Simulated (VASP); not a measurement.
# Ni (P6/mmm) in VASP: relaxation of shape and atoms at fixed volume with PBE

Aim: the relaxation of shape and atoms at fixed volume of Ni with PBE.

Program: VASP 6.6.1. These are calculated values, not measurements. Logs are shortened: lines on timing, memory, paths and dates and some standing lists are left out, and cuts for length are marked.

**1. The cell of the first run**

Symmetry: P6/mmm, No. 191, hexagonal system. The conventional cell has a = 3.825 Å, b = 3.825 Å, c = 2.318 Å, α = 90.00°, β = 90.00°, γ = 120.00°. Within 3.1 Å of Ni (site symmetry 6/mmm) lie 14 Ni at 2.32 to 2.49 Å. Ni (site symmetry -6m2) has 11 Ni at 2.21 to 2.49 Å within 2.9 Å.

This isn't the form of Ni at room conditions, which is fcc.

**2. Relaxation of shape and atoms at fixed volume, PBE, collinear spin, ferromagnetic start**

The input, INCAR:

```
SYSTEM = Ni
PREC = Accurate
ENCUT = 600
EDIFF = 1E-6
ISMEAR = -1
SIGMA = 0.08
LREAL = .FALSE.
LASPH = .TRUE.
NELM = 150
ALGO = Normal
ISIF = 4
LWAVE = .FALSE.
LCHARG = .FALSE.
ISPIN = 2
MAGMOM = 1 1 1
LORBIT = 11
LMAXMIX = 4
GGA = PE
IBRION = 2
NSW = 50
EDIFFG = -0.005
```

The input, KPOINTS:

```
regular mesh
0
G
  9 9 12
  0 0 0
```

The input, POSCAR:

```
Ni
1.0
    3.8253998690      0.0000000000      0.0000000000
   -1.9126999345      3.3128934662      0.0000000000
    0.0000000000      0.0000000000      2.3182973342
Ni
3
Direct
    0.0000000000      0.0000000000      0.0000000000
    0.3333333333      0.6666666667      0.5000000000
    0.6666666667      0.3333333333      0.5000000000
```

Potentials or basis: VASP PAW PBE potentials, release 64 (Ni).

Started as:

```bash
> cat potpaw_PBE.64/Ni/POTCAR > POTCAR
> mpirun -np 1 vasp_std > vasp.out
```

OUTCAR:

```text
SYSTEM = Ni
   PREC = Accurate
   ENCUT = 600
   EDIFF = 1E-6
   ISMEAR = -1
   LREAL = .FALSE.
   LASPH = .TRUE.
   NELM = 150
   ISIF = 4
   ISPIN = 2
   LORBIT = 11
   GGA = PE
   IBRION = 2
   NSW = 50
   EDIFFG = -0.005

 ion  position               nearest neighbor table
   1  0.000  0.000  0.000-   2 2.49   3 2.49   2 2.49   3 2.49   3 2.49   3 2.49   2 2.49   2 2.49
                             3 2.49   3 2.49   2 2.49   2 2.49
   2  0.333  0.667  0.500-   3 2.21   3 2.21   3 2.21   1 2.49   1 2.49   1 2.49   1 2.49   1 2.49
                             1 2.49
   3  0.667  0.333  0.500-   2 2.21   2 2.21   2 2.21   1 2.49   1 2.49   1 2.49   1 2.49   1 2.49
                             1 2.49

  LATTYP: Found a hexagonal cell.
 ALAT       =     3.8253998690
 C/A-ratio  =     0.6060274517

  Lattice vectors:

 A1 = (   3.8253998690,   0.0000000000,   0.0000000000)
 A2 = (  -1.9126999345,   3.3128934662,   0.0000000000)
 A3 = (   0.0000000000,   0.0000000000,   2.3182973342)

Analysis of symmetry for initial positions (statically):
=====================================================================
 Subroutine PRICEL returns:
 Original cell was already a primitive cell.

 Routine SETGRP: Setting up the symmetry group for a
 hexagonal supercell.

 Subroutine GETGRP returns: Found 24 space group operations
 (whereof 24 operations were pure point group operations)
 out of a pool of 24 trial point group operations.

The static configuration has the point symmetry D_6h.

Analysis of symmetry for dynamics (positions and initial velocities):
=====================================================================
 Subroutine PRICEL returns:
 Original cell was already a primitive cell.

 Routine SETGRP: Setting up the symmetry group for a
 hexagonal supercell.

 Subroutine GETGRP returns: Found 24 space group operations
 (whereof 24 operations were pure point group operations)
 out of a pool of 24 trial point group operations.

The dynamic configuration has the point symmetry D_6h.

Analysis of structural, dynamic, and magnetic symmetry:
=====================================================================
 Subroutine PRICEL returns:
 Original cell was already a primitive cell.

 Routine SETGRP: Setting up the symmetry group for a
 hexagonal supercell.

 Subroutine GETGRP returns: Found 24 space group operations
 (whereof 24 operations were pure point group operations)
 out of a pool of 24 trial point group operations.

The overall configuration has the point symmetry D_6h.

 Subroutine INISYM returns: Found 24 space group operations
 (whereof 24 operations are pure point group operations),
[... 114 lines left out ...]
   EFERMI_NEDOS =   21; number of points for ismear=-14 and -15
   IALGO  =     38    algorithm
   IMIX   =      4    mixing-type and parameters
     AMIX     =   0.40;   BMIX     =  1.00
     AMIX_MAG =   1.60;   BMIX_MAG =  1.00
  volume/ion in A,a.u.               =       9.79        66.09
  Fermi-wavevector in a.u.,A,eV,Ry     =   1.648532  3.115274 36.975987  2.717658
  Thomas-Fermi vector in A             =   2.737806
   LORBIT       =     11    0 simple, 1 ext, 2 COOP (PROOUT), +10 PAW based schemes
   GGA     = PE    functional components
   LHFCALC =     F    Hartree Fock is set to
   AEXX    =    0.0000 exact exchange contribution
   IVDW    =     0    specifies the selected vdW correction
   LEPSILON=     F    determine dielectric tensor
   LRPA    =     F    only Hartree local field effects (RPA)
 conjugate gradient relaxation of ions
 spin polarized calculation
  energy-cutoff  :      600.00
  volume of cell :       29.38
 maximum number of plane-waves:      1006
 NGX is ok and might be reduce to    32
   NGX = 15   NGY = 15   NGZ =  9

--------------------------------------- Ionic step        1  -------------------------------------------

 number of electron      29.9999992 magnetization       1.5854191

 Free energy of the ion-electron system (eV)
  ---------------------------------------------------
  ext. energy  EPLUGINS =         0.00000000
  ---------------------------------------------------
  free energy    TOTEN  =       -15.75278222 eV

  energy without entropy =      -15.63775838  energy(sigma->0) =      -15.69527030

------------------------ aborting loop because EDIFF is reached ----------------------------------------

  FORCE on cell =-STRESS in cart. coord.  units (eV):
  Direction    XX          YY          ZZ          XY          YZ          ZX
  --------------------------------------------------------------------------------------
  -------------------------------------------------------------------------------------
  Total        5.9950039      5.9950039      5.5098194      0.0000000     -0.0000000      0.0000000
  in kB      326.9238517    326.9238517    300.4654232      0.0000000     -0.0000000      0.0000000
  external PRESSURE =     318.1043755 kB  Pullay stress =       0.0000000 kB
[... 61 lines left out ...]
--------------------------------------- Ionic step        3  -------------------------------------------

 number of electron      29.9999996 magnetization       1.5703321

 Free energy of the ion-electron system (eV)
  ---------------------------------------------------
  ext. energy  EPLUGINS =         0.00000000
  ---------------------------------------------------
  free energy    TOTEN  =       -15.75372011 eV

  energy without entropy =      -15.63834241  energy(sigma->0) =      -15.69603126

 E-fermi :  10.9259     XC(G=0): -13.8770

 val. band max:       10.9256765166   @ k =   0.4444  -0.0000   0.4167
 cond. band min:      10.9275077124   @ k =   0.4444   0.1111   0.0000
 fundamental gap:      0.0018311958
 Fermi energy:        10.9258538017

 spin component 1

 k-point     1 :       0.0000    0.0000    0.0000
  band No.  band energies     occupation
      1       1.1953      1.00000
      2       6.1384      1.00000
      3       7.4227      1.00000
      4       7.4227      1.00000
      5       7.4302      1.00000
      6       7.4302      1.00000
[... 565 lines left out ...]
     20      23.4018      0.00000
     21      23.4018      0.00000

 [... further k-points ...]

 spin component 2

 k-point     1 :       0.0000    0.0000    0.0000
  band No.  band energies     occupation
      1       1.1793      1.00000
      2       6.5623      1.00000
      3       7.8178      1.00000
      4       7.8178      1.00000
      5       7.8527      1.00000
      6       7.8527      1.00000
[... 597 lines left out ...]
  FREE ENERGIE OF THE ION-ELECTRON SYSTEM (eV)
  ---------------------------------------------------
  free  energy   TOTEN  =       -15.7537201103 eV

  energy  without entropy=      -15.6383424122  energy(sigma->0) =      -15.69603126

 reached required accuracy - stopping structural energy minimisation

 total charge

# of ion       s       p       d       tot
------------------------------------------
    1        0.526   0.579   8.370   9.475
    2        0.560   0.606   8.406   9.572
    3        0.560   0.606   8.406   9.572
--------------------------------------------------
tot          1.646   1.791  25.183  28.619

 magnetization (x)

# of ion       s       p       d       tot
------------------------------------------
    1       -0.003  -0.023   0.528   0.502
    2       -0.006  -0.020   0.562   0.536
    3       -0.006  -0.020   0.562   0.536
--------------------------------------------------
tot         -0.014  -0.063   1.651   1.573
```

OSZICAR:

```text
N       E                     dE             d eps       ncg     rms          rms(c)
DAV:   1     0.181194256078E+03    0.18119E+03   -0.14914E+04  7352   0.230E+03
DAV:   2    -0.105314592573E+02   -0.19173E+03   -0.18238E+03  7061   0.351E+02
[... 27 lines left out ...]
DAV:   2    -0.157545848979E+02   -0.27760E-03   -0.38540E-03  8314   0.149E+00    0.446E-01
DAV:   3    -0.157538769433E+02    0.70795E-03   -0.42873E-03  8302   0.158E+00    0.140E-01
DAV:   4    -0.157537283761E+02    0.14857E-03   -0.42010E-04 10385   0.331E-01    0.267E-02
DAV:   5    -0.157537215158E+02    0.68603E-05   -0.45348E-05  9274   0.979E-02    0.112E-02
DAV:   6    -0.157537200368E+02    0.14790E-05   -0.38002E-06  5781   0.331E-02    0.582E-03
DAV:   7    -0.157537201103E+02   -0.73447E-07   -0.57532E-07  3648   0.896E-03
   3 F= -.15753720E+02 E0= -.15696031E+02  d E =-.937894E-03  mag=     1.5701
```

It took 1.8 min on 1 thread of AMD EPYC 9R45 (Zen 5), shared host; peak memory 0.2 GiB.

Results:

| Property | Result |
| --- | --- |
| Free energy | -15.7537 eV |
| Energy gained by relaxing | 0.3 meV/atom |
| Ionic steps | 3 |
| Pressure after relaxing | 31.8 GPa |
| Net moment | 1.57 μB per cell |
| Site moments | Ni +0.50, +0.54 (each value once) μB |
| Valence electrons inside the program's atomic spheres | Ni 9.47, 9.57 (each value once) |

Step by step:
| step | energy change (eV) | largest force (eV/Å) | pressure (GPa) | volume (Å³) |
| --- | --- | --- | --- | --- |
| 1 | 0.0000 | 0.0000 | 31.81 | 29.38 |
| 2 | -0.0008 | 0.0000 | 31.73 | 29.38 |
| 3 | -0.0009 | 0.0000 | 31.78 | 29.38 |

Final structure:
```yaml
crystal:
  lattice:
    - [3.83278, 0.00000, 0.00000]
    - [-1.91639, 3.31929, 0.00000]
    - [0.00000, 0.00000, 2.30938]
  atoms:
    - { symbol: Ni, position: [0.00000, 0.00000, 0.00000] }
    - { symbol: Ni, position: [0.33333, 0.66667, 0.50000] }
    - { symbol: Ni, position: [0.66667, 0.33333, 0.50000] }
```

Levels at points of the mesh, in eV from the Fermi level:
Spin up:
| k point | band 12 | band 13 | band 14 | band 15 | band 16 | band 17 | band 18 | band 19 | band 20 | band 21 |
| --- | --- | --- | --- | --- | --- | --- | --- | --- | --- | --- |
| (0.00, 0.00, 0.00) | -1.58 | -1.57 | -1.57 | -0.31 | -0.31 | 6.60 | 6.60 | 6.63 | 6.63 | 9.40 |
| (0.00, 0.00, 0.50) | -0.74 | -0.62 | -0.62 | 0.12 | 1.20 | 2.10 | 10.61 | 11.07 | 11.07 | 12.23 |
Spin down:
| k point | band 11 | band 12 | band 13 | band 14 | band 15 | band 16 | band 17 | band 18 |
| --- | --- | --- | --- | --- | --- | --- | --- | --- |
| (0.00, 0.00, 0.00) | -1.05 | -1.05 | -1.00 | -1.00 | 0.29 | 0.29 | 6.85 | 6.85 |
| (0.00, 0.00, 0.50) | -0.17 | -0.17 | 0.06 | 0.06 | 0.81 | 1.63 | 2.55 | 10.64 |
